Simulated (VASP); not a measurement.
# SiO2 in VASP: notebook

Runs on SiO2. Level: PBE. Tasks: single point.

Program: VASP 6.6.1. These are calculated values, not measurements. Logs are shortened: lines on timing, memory, paths and dates and some standing lists are left out, and cuts for length are marked.

## Step 1: The cell of the first run

The cell holds an amorphous packing of atoms, 21 atoms: a = 6.683 Å, b = 6.840 Å, c = 6.891 Å, α = 92.00°, β = 93.29°, γ = 89.80°.

## Step 2: Single point, PBE

Input file INCAR:

```
SYSTEM = SiO2
PREC = Accurate
ENCUT = 520
EDIFF = 1E-7
ISMEAR = -1
SIGMA = 0.05
LREAL = Auto
LASPH = .True.
NELM = 100
ALGO = Normal
ISIF = 2
LWAVE = .False.
LCHARG = .False.
GGA = PE
ISYM = 0
NBANDS = 72
```

Input file KPOINTS:

```
regular mesh
0
Gamma
  1 1 1
  0 0 0
```

Input file POSCAR:

```
SiO2
1.0
    6.6801160000      0.0097880000     -0.1947280000
    0.0097880000      6.8389880000     -0.1197180000
   -0.1947280000     -0.1197180000      6.8867160000
Si O
7 14
Direct
    0.6937092878      0.3351807757      0.6179967047
    0.0306659869      0.9108664311      0.6037083036
    0.3735200098      0.0256035693      0.5691919069
    0.8584877973      0.1484330018      0.9532267214
    0.8184428784      0.5916452832      0.3391211914
    0.5614590619      0.1350854286      0.2648405942
    0.1344556287      0.2760914207      0.3014080134
    0.8418140289      0.3182771462      0.8053113074
    0.0462532549      0.1561601290      0.1101670204
    0.9044287808      0.9551387605      0.7937074666
    0.1528126120      0.1250905731      0.5002226733
    0.2695979577      0.8541046557      0.6877521844
    0.7165155232      0.5792610150      0.1200937580
    0.3811624372      0.3019033291      0.2944842305
    0.6619497625      0.0923869132      0.0629826364
    0.0269199700      0.4633497587      0.3800007694
    0.4964731404      0.2104701024      0.6779931511
    0.4663427921      0.9446230057      0.3602713363
    0.9411191981      0.8086861945      0.4023860652
    0.6819764580      0.5534699686      0.5396820821
    0.7560710893      0.1993282050      0.4286625708
```

Potentials or basis: VASP PAW PBE potentials, release 64 (Si, O).

Started as:

```sh
$ cat potpaw_PBE.64/Si/POTCAR potpaw_PBE.64/O/POTCAR > POTCAR
$ mpirun -np 1 vasp_gam > vasp.out
```

OUTCAR:

```text
SYSTEM = SiO2
   PREC = Accurate
   ENCUT = 520
   EDIFF = 1E-7
   ISMEAR = -1
   LREAL = Auto
   LASPH = .True.
   NELM = 100
   ISIF = 2
   GGA = PE
   ISYM = 0

 ion  position               nearest neighbor table
   1  0.694  0.335  0.618-   8 1.59  20 1.61  21 1.65  17 1.65   5 2.81   4 2.84   6 2.85   3 3.01

   2  0.031  0.911  0.604-  19 1.62  10 1.62  12 1.71  11 1.86   3 2.45   5 3.09   4 3.13
   3  0.374  0.026  0.569-  12 1.63  17 1.65  11 1.67  18 1.68   2 2.45   6 2.64   7 2.96   1 3.01

   4  0.858  0.148  0.953-   8 1.57  15 1.61   9 1.61  10 1.73   1 2.84   6 3.01   7 3.05   2 3.13

   5  0.818  0.592  0.339-  13 1.62  16 1.66  20 1.73  19 1.73   1 2.81   7 3.03   2 3.09
   6  0.561  0.135  0.265-  15 1.60  18 1.63  14 1.67  21 1.72   3 2.64   1 2.85   4 3.01   7 3.03

   7  0.134  0.276  0.301-  16 1.56   9 1.61  14 1.66  11 1.74   3 2.96   5 3.03   6 3.03   4 3.05

   8  0.842  0.318  0.805-   4 1.57   1 1.59
   9  0.046  0.156  0.110-   4 1.61   7 1.61
  10  0.904  0.955  0.794-   2 1.62   4 1.73
  11  0.153  0.125  0.500-   3 1.67   7 1.74   2 1.86
  12  0.270  0.854  0.688-   3 1.63   2 1.71
  13  0.717  0.579  0.120-   5 1.62
  14  0.381  0.302  0.294-   7 1.66   6 1.67
  15  0.662  0.092  0.063-   6 1.60   4 1.61
  16  0.027  0.463  0.380-   7 1.56   5 1.66
  17  0.496  0.210  0.678-   3 1.65   1 1.65
  18  0.466  0.945  0.360-   6 1.63   3 1.68
  19  0.941  0.809  0.402-   2 1.62   5 1.73
  20  0.682  0.553  0.540-   1 1.61   5 1.73
  21  0.756  0.199  0.429-   1 1.65   6 1.72

IMPORTANT INFORMATION: All symmetrisations will be switched off!
NOSYMM: (Re-)initialisation of all symmetry stuff for point group C_1.

----------------------------------------------------------------------------------------

                                     Primitive cell

  volume of cell :     314.2660

  direct lattice vectors                    reciprocal lattice vectors
     6.680116000  0.009788000 -0.194728000     0.149821625 -0.000140310  0.004233900
     0.009788000  6.838988000 -0.119718000    -0.000140310  0.146265105  0.002538691
    -0.194728000 -0.119718000  6.886716000     0.004233900  0.002538691  0.145370941

  length of vectors
     6.682960764  6.840042768  6.890508592     0.149881503  0.146287203  0.145454740

  position of ions in fractional coordinates (direct lattice)
     0.693709288  0.335180776  0.617996705
     0.030665987  0.910866431  0.603708304
     0.373520010  0.025603569  0.569191907
     0.858487797  0.148433002  0.953226721
     0.818442878  0.591645283  0.339121191
     0.561459062  0.135085429  0.264840594
[... 92 lines left out ...]
   NFREE  =      0    steps in history (QN), initial steepest desc. (CG)
   ISIF   =      2    stress and relaxation
   ISYM   =      0    0-nonsym 1-usesym 2-fastsym
   POTIM  = 0.5000    time-step for ionic-motion
   TEBEG  =    0.0;   TEEND  =   0.0 temperature during run
   PSTRESS=    0.0 pullay stress
   NELECT =     112.0000    total number of electrons
   NUPDOWN=      -1.0000    fix difference up-down
   EMIN   =  10.00;   EMAX   =-10.00  energy-range for DOS
   EFERMI =   0.00;   METHOD = LEGACY
   ISMEAR =    -1;   SIGMA  =   0.05  broadening in eV -4-tet -1-fermi 0-gaus
   EFERMI_NEDOS =   21; number of points for ismear=-14 and -15
   IALGO  =     38    algorithm
   IMIX   =      4    mixing-type and parameters
     AMIX     =   0.40;   BMIX     =  1.00
     AMIX_MAG =   1.60;   BMIX_MAG =  1.00
  volume/ion in A,a.u.               =      14.97       100.99
  Fermi-wavevector in a.u.,A,eV,Ry     =   1.160687  2.193380 18.329686  1.347194
  Thomas-Fermi vector in A             =   2.297267
   LORBIT       =      0    0 simple, 1 ext, 2 COOP (PROOUT), +10 PAW based schemes
   GGA     = PE    functional components
   LHFCALC =     F    Hartree Fock is set to
   AEXX    =    0.0000 exact exchange contribution
   IVDW    =     0    specifies the selected vdW correction
   LEPSILON=     F    determine dielectric tensor
   LRPA    =     F    only Hartree local field effects (RPA)
 non-spin polarized calculation
  energy-cutoff  :      520.00
  volume of cell :      314.27
 maximum number of plane-waves:      4230
 NGX is ok and might be reduce to    50
   NGX = 25   NGY = 25   NGZ = 25

 number of electron     112.0000014 magnetization

 Free energy of the ion-electron system (eV)
  ---------------------------------------------------
  ext. energy  EPLUGINS =         0.00000000
  ---------------------------------------------------
  free energy    TOTEN  =      -158.80128052 eV

  energy without entropy =     -158.80128052  energy(sigma->0) =     -158.80128052

 E-fermi :   3.1642     XC(G=0):  -8.1965

 val. band max:        1.9359100230   @ k =   0.0000   0.0000   0.0000
 cond. band min:       4.5763033135   @ k =   0.0000   0.0000   0.0000
 fundamental gap:      2.6403932905
 Fermi energy:         3.1641617384

 k-point     1 :       0.0000    0.0000    0.0000
  band No.  band energies     occupation
      1     -20.7729      2.00000
      2     -19.7923      2.00000
      3     -19.2019      2.00000
      4     -19.1269      2.00000
      5     -18.8479      2.00000
      6     -18.5390      2.00000
[... 60 lines left out ...]
     67       9.0200      0.00000
     68       9.1508      0.00000
 [bands above 68 left out]

------------------------ aborting loop because EDIFF is reached ----------------------------------------

  FORCE on cell =-STRESS in cart. coord.  units (eV):
  Direction    XX          YY          ZZ          XY          YZ          ZX
  --------------------------------------------------------------------------------------
  -------------------------------------------------------------------------------------
  Total        6.4695390      6.1735487     -3.7593749     -1.2393114     -5.0951713     -0.5896696
  in kB       32.9827289     31.4737237    -19.1658852     -6.3182046    -25.9759856     -3.0062286
  external PRESSURE =      15.0968558 kB  Pullay stress =       0.0000000 kB

 VOLUME and BASIS-vectors are now :
 -----------------------------------------------------------------------------
  energy-cutoff  :      520.00
  volume of cell :      314.27
      direct lattice vectors                 reciprocal lattice vectors
     6.680116000  0.009788000 -0.194728000     0.149821625 -0.000140310  0.004233900
     0.009788000  6.838988000 -0.119718000    -0.000140310  0.146265105  0.002538691
    -0.194728000 -0.119718000  6.886716000     0.004233900  0.002538691  0.145370941

 POSITION                                       TOTAL-FORCE (eV/Angst)
 -----------------------------------------------------------------------------------
      4.51700      2.22510      4.08076        -0.861409     -0.037419     -0.689667
      0.09621      6.15743      4.04255         0.015524      0.131306     -0.100535
      2.38457      0.11062      3.84406         1.667631      0.062896     -0.235554
      5.55063      0.90942      6.37966         0.461829     -2.747738     -0.593180
      5.40705      4.01367      2.10523        -1.196958      1.380132     -2.204431
      3.70036      0.89764      1.69838         1.269145      1.165678      0.853640
[... 13 lines left out ...]
      4.45601      3.72724      3.51758         0.399385      0.449338     -0.480980
      4.96912      1.31929      2.78099        -0.829694     -0.552280     -1.237658
 -----------------------------------------------------------------------------------
    total drift:                                0.003476      0.006995      0.022194

  FREE ENERGIE OF THE ION-ELECTRON SYSTEM (eV)
  ---------------------------------------------------
  free  energy   TOTEN  =      -158.8012805201 eV

  energy  without entropy=     -158.8012805201  energy(sigma->0) =     -158.80128052
```

OSZICAR:

```text
N       E                     dE             d eps       ncg     rms          rms(c)
DAV:   1     0.100946200202E+04    0.10095E+04   -0.66162E+04   144   0.150E+03
DAV:   2    -0.100548227520E+03   -0.11100E+04   -0.10752E+04   192   0.360E+02
DAV:   3    -0.179208883662E+03   -0.78661E+02   -0.78205E+02   176   0.106E+02
DAV:   4    -0.180711275660E+03   -0.15024E+01   -0.14984E+01   176   0.158E+01
DAV:   5    -0.180745667442E+03   -0.34392E-01   -0.34349E-01   176   0.233E+00    0.365E+01
DAV:   6    -0.159016695645E+03    0.21729E+02   -0.90701E+01   168   0.344E+01    0.174E+01
DAV:   7    -0.158895927965E+03    0.12077E+00   -0.30518E+00   176   0.672E+00    0.671E+00
DAV:   8    -0.158799207019E+03    0.96721E-01   -0.25653E-01   176   0.267E+00    0.263E+00
DAV:   9    -0.158797768543E+03    0.14385E-02   -0.91563E-02   184   0.151E+00    0.512E-01
DAV:  10    -0.158800575549E+03   -0.28070E-02   -0.13916E-02   168   0.587E-01    0.314E-01
DAV:  11    -0.158801264342E+03   -0.68879E-03   -0.22415E-03   160   0.261E-01    0.151E-01
DAV:  12    -0.158801384713E+03   -0.12037E-03   -0.89819E-04   168   0.150E-01    0.403E-02
DAV:  13    -0.158801324402E+03    0.60311E-04   -0.14848E-04   184   0.728E-02    0.293E-02
DAV:  14    -0.158801291965E+03    0.32437E-04   -0.59613E-05   160   0.365E-02    0.193E-02
DAV:  15    -0.158801281618E+03    0.10347E-04   -0.12348E-05   184   0.202E-02    0.517E-03
DAV:  16    -0.158801280680E+03    0.93836E-06   -0.40226E-06   168   0.948E-03    0.378E-03
DAV:  17    -0.158801280503E+03    0.17652E-06   -0.97540E-07   168   0.591E-03    0.153E-03
DAV:  18    -0.158801280520E+03   -0.17142E-07   -0.28824E-07   152   0.272E-03
   1 F= -.15880128E+03 E0= -.15880128E+03  d E =-.578429E-10
```

stdout:

```text
POSCAR found type information on POSCAR SiO
 POSCAR found :  2 types and      21 ions
 scaLAPACK will be used
 LDA part: xc-table for (Slater+PW92), standard interpolation
 POSCAR, INCAR and KPOINTS ok, starting setup
 FFT: planning ... GRIDC
 FFT: planning ... GRID_SOFT
 FFT: planning ... GRID
 WAVECAR not read
 entering main loop
```

Run time: 23 s. Hardware: 1 thread of Intel Xeon 6975P-C (Granite Rapids), shared host; peak memory 0.33 GiB.

Results:

| Quantity | Value |
| --- | --- |
| Free energy | -158.8013 eV |
| Pressure | 1.5 GPa |
| Largest force | 3.124 eV/Å |
| Band gap on the k mesh | 2.64 eV |

Forces in eV/Å, atoms in the order of the input:
```
Si  -0.861 -0.037 -0.690
Si   0.016  0.131 -0.101
Si   1.668  0.063 -0.236
Si   0.462 -2.748 -0.593
Si  -1.197  1.380 -2.204
Si   1.269  1.166  0.854
Si   1.370 -0.738  0.520
O    0.913  1.616  0.090
O    0.495  0.497  0.183
O   -0.036  0.589  0.029
O   -1.753 -0.578  0.120
O   -0.682  0.300 -0.514
O    1.101 -0.353  2.902
O   -0.158 -0.299 -1.287
O   -0.902  0.015 -0.253
O    0.449  0.178  0.026
O   -0.893 -0.911  0.240
O   -0.274 -0.268  1.270
O   -0.555  0.101  1.362
O    0.399  0.449 -0.481
O   -0.830 -0.552 -1.238
```

Stress tensor (GPa, compression positive):
```
 3.30 -0.63 -0.30
-0.63  3.15 -2.60
-0.30 -2.60 -1.92
```

Caveat: the k points lie up to 0.94 Å⁻¹ apart.

## Step 3: Single point, PBE

Input file INCAR:

```
SYSTEM = SiO2
  ALGO = Normal
  EDIFF = 1E-7
  ENCUT = 520
  GGA = PE
  ISIF = 2
  ISMEAR = -1
  ISYM = 0
  LASPH = .TRUE.
  LCHARG = .TRUE.
  LELF = .TRUE.
  LREAL = Auto
  LVHAR = .TRUE.
  LWAVE = .FALSE.
  NBANDS = 72
  NELM = 80
  PREC = Accurate
  SIGMA = 0.05
```

Input file KPOINTS:

```
k-points
0
G
  1 1 1
  0 0 0
```

Input file POSCAR:

```
SiO2
1.0
    6.6801160000      0.0097880000     -0.1947280000
    0.0097880000      6.8389880000     -0.1197180000
   -0.1947280000     -0.1197180000      6.8867160000
Si O
7 14
Direct
    0.6888380983      0.3310174944      0.6268148443
    0.0333980335      0.9250188623      0.6202642799
    0.3842747607      0.0182515142      0.5851013880
    0.8443640582      0.1299266814      0.9658835774
    0.8129723878      0.5838909757      0.3584486055
    0.5595862423      0.1302703548      0.2729299155
    0.1326299615      0.2765598930      0.2975406514
    0.8423028369      0.3204646866      0.8188209501
    0.0260840611      0.1359111465      0.1259544183
    0.8992170233      0.9554107678      0.8084691744
    0.1399417361      0.1250507302      0.5125561149
    0.2587005566      0.8445398361      0.6812840637
    0.7020890578      0.5573632278      0.1579835453
    0.3619120011      0.2633833601      0.2501548095
    0.6422948841      0.0854768566      0.0732302474
    0.0425887011      0.4760633739      0.3738916441
    0.4860847547      0.2092506980      0.6986652836
    0.4851249372      0.9329967326      0.3906167920
    0.9051637986      0.8095861374      0.4544564883
    0.6827083265      0.5489768007      0.5626063034
    0.7482946681      0.2030185197      0.4293801131
```

Potentials or basis: VASP PAW PBE potentials, release 64 (Si, O).

Started as:

```sh
$ cat potpaw_PBE.64/Si/POTCAR potpaw_PBE.64/O/POTCAR > POTCAR
$ mpirun -np 1 vasp_gam > vasp.out
```

OUTCAR:

```text
SYSTEM = SiO2
   EDIFF = 1E-7
   ENCUT = 520
   GGA = PE
   ISIF = 2
   ISMEAR = -1
   ISYM = 0
   LASPH = .TRUE.
   LREAL = Auto
   NELM = 80
   PREC = Accurate

 ion  position               nearest neighbor table
   1  0.689  0.331  0.627-  20 1.57   8 1.63  21 1.66  17 1.70   5 2.74   6 2.85   4 2.89   3 2.95

   2  0.033  0.925  0.620-  19 1.58  10 1.63  12 1.64  11 1.75   3 2.46   4 3.05
   3  0.384  0.018  0.585-  18 1.62  17 1.63  12 1.64  11 1.84   2 2.46   6 2.65   1 2.95   7 3.12

   4  0.844  0.130  0.966-   9 1.59  15 1.61  10 1.64   8 1.68   1 2.89   6 2.93   7 3.05   2 3.05
[... 265 lines left out ...]
  Total       11.0703430      3.4454177      5.4613199     -1.5958201      0.2538775     -0.1117057
  in kB       56.4383523     17.5652823     27.8426689     -8.1357424      1.2943076     -0.5694932
  external PRESSURE =      33.9487678 kB  Pullay stress =       0.0000000 kB

 VOLUME and BASIS-vectors are now :
 -----------------------------------------------------------------------------
  energy-cutoff  :      520.00
  volume of cell :      314.27
      direct lattice vectors                 reciprocal lattice vectors
     6.680116000  0.009788000 -0.194728000     0.149821625 -0.000140310  0.004233900
     0.009788000  6.838988000 -0.119718000    -0.000140310  0.146265105  0.002538691
    -0.194728000 -0.119718000  6.886716000     0.004233900  0.002538691  0.145370941

 POSITION                                       TOTAL-FORCE (eV/Angst)
 -----------------------------------------------------------------------------------
      4.48270      2.19553      4.14293        -0.068089     -1.078751      1.736457
      0.11137      6.25226      4.15434        -1.888196     -0.556029     -0.521291
      2.45324      0.05854      3.95241        -1.205794     -0.004134     -0.236836
      5.45364      0.78120      6.47179         0.432655      0.700941     -1.971260
      5.36667      3.95827      2.24032         0.709710      2.535397      1.231993
      3.68623      0.86372      1.75503         0.244880     -0.597727      2.402897
[... 13 lines left out ...]
      4.45639      3.69377      3.67584        -0.091790      0.731764     -0.860719
      4.91707      1.34436      2.78700        -0.723506      0.189015     -0.150425
 -----------------------------------------------------------------------------------
    total drift:                                0.011225     -0.012813     -0.002784

  FREE ENERGIE OF THE ION-ELECTRON SYSTEM (eV)
  ---------------------------------------------------
  free  energy   TOTEN  =      -158.9148652838 eV

  energy  without entropy=     -158.9148652837  energy(sigma->0) =     -158.91486528
```

OSZICAR:

```text
N       E                     dE             d eps       ncg     rms          rms(c)
DAV:   1     0.101507437816E+04    0.10151E+04   -0.66145E+04   144   0.150E+03
DAV:   2    -0.984994823254E+02   -0.11136E+04   -0.10663E+04   184   0.361E+02
DAV:   3    -0.179581237642E+03   -0.81082E+02   -0.80587E+02   168   0.108E+02
DAV:   4    -0.181172595400E+03   -0.15914E+01   -0.15842E+01   176   0.164E+01
DAV:   5    -0.181209813744E+03   -0.37218E-01   -0.37176E-01   168   0.244E+00    0.371E+01
DAV:   6    -0.159098302750E+03    0.22112E+02   -0.90322E+01   168   0.349E+01    0.178E+01
DAV:   7    -0.159028815969E+03    0.69487E-01   -0.35824E+00   176   0.700E+00    0.674E+00
DAV:   8    -0.158919800058E+03    0.10902E+00   -0.28362E-01   176   0.272E+00    0.270E+00
DAV:   9    -0.158911415115E+03    0.83849E-02   -0.94623E-02   184   0.162E+00    0.498E-01
DAV:  10    -0.158914285673E+03   -0.28706E-02   -0.16475E-02   176   0.612E-01    0.352E-01
DAV:  11    -0.158914869447E+03   -0.58377E-03   -0.23726E-03   184   0.286E-01    0.166E-01
DAV:  12    -0.158914976074E+03   -0.10663E-03   -0.95973E-04   160   0.164E-01    0.422E-02
DAV:  13    -0.158914903789E+03    0.72285E-04   -0.20711E-04   192   0.823E-02    0.338E-02
DAV:  14    -0.158914881469E+03    0.22320E-04   -0.52763E-05   160   0.334E-02    0.197E-02
DAV:  15    -0.158914866881E+03    0.14588E-04   -0.16138E-05   176   0.208E-02    0.564E-03
DAV:  16    -0.158914865512E+03    0.13693E-05   -0.44846E-06   176   0.115E-02    0.350E-03
DAV:  17    -0.158914865268E+03    0.24404E-06   -0.12777E-06   160   0.647E-03    0.180E-03
DAV:  18    -0.158914865284E+03   -0.16273E-07   -0.37474E-07   176   0.301E-03
   1 F= -.15891487E+03 E0= -.15891487E+03  d E =-.660653E-10
```

Wall time 24 s (1 thread of Intel Xeon 6975P-C (Granite Rapids), shared host); peak memory 0.33 GiB.

Results:

| Item | Value |
| --- | --- |
| Free energy | -158.9149 eV |
| Pressure | 3.4 GPa |
| Largest force | 3.005 eV/Å |
| Band gap on the k mesh | 3.00 eV |

Forces in eV/Å, atoms in the order of the input:
```
Si  -0.068 -1.079  1.736
Si  -1.888 -0.556 -0.521
Si  -1.206 -0.004 -0.237
Si   0.433  0.701 -1.971
Si   0.710  2.535  1.232
Si   0.245 -0.598  2.403
Si  -1.186 -1.931  1.076
O   -0.170 -0.848  0.744
O    0.634  1.010  0.942
O    0.183 -0.105 -0.136
O    0.802 -0.055 -0.401
O    1.021  0.215  0.764
O   -0.168 -0.206 -0.238
O    0.725  1.071  0.219
O    0.725 -0.782 -2.810
O    0.075 -0.014 -0.040
O    0.286 -0.324 -0.604
O   -0.131  1.001 -0.050
O   -0.205 -0.955 -1.097
O   -0.092  0.732 -0.861
O   -0.724  0.189 -0.150
```

Levels at points of the mesh, in eV from the valence-band top:
| k point | band 54 | band 55 | band 56 | band 57 | band 58 | band 59 |
| --- | --- | --- | --- | --- | --- | --- |
| (0.00, 0.00, 0.00) | -1.57 | -0.31 | 0.00 | 3.00 | 4.85 | 5.87 |

Caveat: the k points lie up to 0.94 Å⁻¹ apart.
